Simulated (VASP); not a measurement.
Runs of VASP 6.6.1 on LiF (Griceite). The structure is that of space group Fm-3m (No. 225), or close to it. The cells are those of the table. 

```csv
task,cell,gap on the mesh (eV)
single point,"a = 2.763 Å, angles 60.0°, 2 atoms",11.19
single point,"a = 2.858 Å, angles 60.0°, 2 atoms",(a)
relaxation of the atoms,"atoms relaxed from a = 2.763 Å, angles 60.0°, 2 atoms",11.19
single point,"a = 2.802 Å, angles 60.0°, 2 atoms",10.75
single point,"a = 2.840 Å, angles 60.0°, 2 atoms",10.37
```

Alike in all rows: level r2SCAN; potentials or basis VASP PAW PBE potentials, release 64 (Li_sv, F); no spin polarisation; k mesh 12 × 12 × 12; cutoff (eV) 520; smearing fermi-dirac 0.02 eV.

Q: Estimate the missing entries.

A: (a) 10.16.

Caveats: the relaxation stopped at its first step, so nothing moved (some runs).

A k mesh can miss the band edges.
